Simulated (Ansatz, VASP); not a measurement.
# Ag2BrCl: VASP beside Ansatz

POSCAR

```
Ag2BrCl
1.0
    2.0076808236      1.1591350639      6.5173534928
   -2.0076808236      1.1591350639      6.5173534928
    0.0000000000     -2.3182701279      6.5173534928
Cl Br Ag
1 1 2
Direct
    1.0000000000      0.0000000000      0.0000000000
    0.5000000000      0.5000000000      0.5000000000
    0.2536132635      0.2536132635      0.2536132635
    0.7463867365      0.7463867365      0.7463867365
```

File INCAR.step1:

```
ALGO = Normal
EDIFF = 1E-4
ENCUT = 520
GGA = PE
ISMEAR = 0
LASPH = True
LCHARG = False
LREAL = False
LWAVE = True
NBANDS = 26
NELM = 100
PREC = Accurate
SIGMA = 0.01
```

File INCAR.step2:

```
ALGO = Normal
EDIFF = 1E-7
ENCUT = 520
ISIF = 2
ISMEAR = 0
ISTART = 1
LASPH = True
LCHARG = False
LMIXTAU = True
LREAL = False
LWAVE = False
METAGGA = R2SCAN
NBANDS = 26
NELM = 100
PREC = Accurate
SIGMA = 0.01
```

KPOINTS

```
k-points
0
Gamma
  6 6 6
```

Input for Ansatz:

```yaml
crystal:
  lattice:
    - [2.0076808236, 1.1591350639, 6.5173534928]
    - [-2.0076808236, 1.1591350639, 6.5173534928]
    - [0.0, -2.3182701279, 6.5173534928]
  atoms:
    - { symbol: Cl, position: [1.0, 0.0, 0.0] }
    - { symbol: Br, position: [0.5, 0.5, 0.5] }
    - { symbol: Ag, position: [0.2536132635, 0.2536132635, 0.2536132635] }
    - { symbol: Ag, position: [0.7463867365, 0.7463867365, 0.7463867365] }
kpoints:
  mp_grid: { grid: [6, 6, 6] }
hamiltonian:
  xc: r2scan
scf:
  occupations: { method: fixed }
  n_extra_bands: 5
output:
  forces: true
  stress: true
  eigenvalues: true
```

Alike in both runs: task single point; functional r2SCAN; k mesh 6 × 6 × 6; no spin polarisation.

|  | VASP | Ansatz |
| --- | --- | --- |
| version | VASP 6.6.1 | Ansatz 0.2.0 |
| potentials or method | VASP PAW PBE potentials, release 64 (Cl, Br, Ag) | plane waves, PAW |
| plane-wave cutoff (eV) | 520 | 500 |
| occupations | gaussian, width 0.01 eV | fixed |
| valence electrons in the cell | 36 | 52 |

|  | VASP | Ansatz | Ansatz less VASP |
| --- | --- | --- | --- |
| gap on the k mesh at the Fermi level (eV) | 1.28 | 1.32 | +0.049 |
| pressure (GPa) | -0.1 | 0.0 | +0.06 |

VASP's potentials were made for PBE, not for r2SCAN. VASP's potentials hold 36 valence electrons a cell and Ansatz's 52, so a difference there can come from the potentials and not from the codes.
